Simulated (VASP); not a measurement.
NaI:

```
CELL_PARAMETERS angstrom
4.06242 0.00000 0.00000
0.00000 4.06242 0.00000
0.00000 0.00000 4.06242
ATOMIC_POSITIONS crystal
Na 0.00000 0.00000 0.00000
I 0.50000 0.50000 0.50000
```

- Program: VASP 6.6.1
- Task: relaxation of cell and atoms
- Functional: LDA
- Potentials or basis: VASP PAW LDA potentials, release 64 (Na_pv, I)
- Cutoff: 600 eV
- k mesh: 6 × 6 × 6
- Occupations: fermi-dirac, width 0.02 eV
- Spin: no spin polarisation

At the start: pressure -1.9 GPa; volume 33.52 Å³/atom.

Question: Where does the relaxation end?

Answer: Over 4 steps the energy falls by 23.0 meV/atom and the volume is 29.99 Å³/atom (-10.5 %); space group Pm-3m (No. 221, to 0.1 Å) before and after.

Step by step:
| step | energy change (eV) | largest force (eV/Å) | pressure (GPa) | volume (Å³) |
| --- | --- | --- | --- | --- |
| 1 | 0.0000 | 0.0000 | -1.86 | 67.04 |
| 2 | -0.0345 | 0.0000 | -1.06 | 63.34 |
| 3 | -0.0458 | 0.0000 | -0.17 | 60.49 |
| 4 | -0.0461 | 0.0000 | 0.01 | 59.97 |

Final structure:
```cif
data_structure
_symmetry_space_group_name_H-M 'P 1'
_symmetry_Int_Tables_number 1
_cell_length_a 3.9143
_cell_length_b 3.9143
_cell_length_c 3.9143
_cell_angle_alpha 90.000
_cell_angle_beta 90.000
_cell_angle_gamma 90.000
_cell_volume 59.97
loop_
_atom_site_label
_atom_site_type_symbol
_atom_site_fract_x
_atom_site_fract_y
_atom_site_fract_z
_atom_site_occupancy
Na1 Na 0.00000 0.00000 0.00000 1
I1 I 0.50000 0.50000 0.50000 1
```

Caveat: the structure was generated, so it needn't be the stable form of NaI.
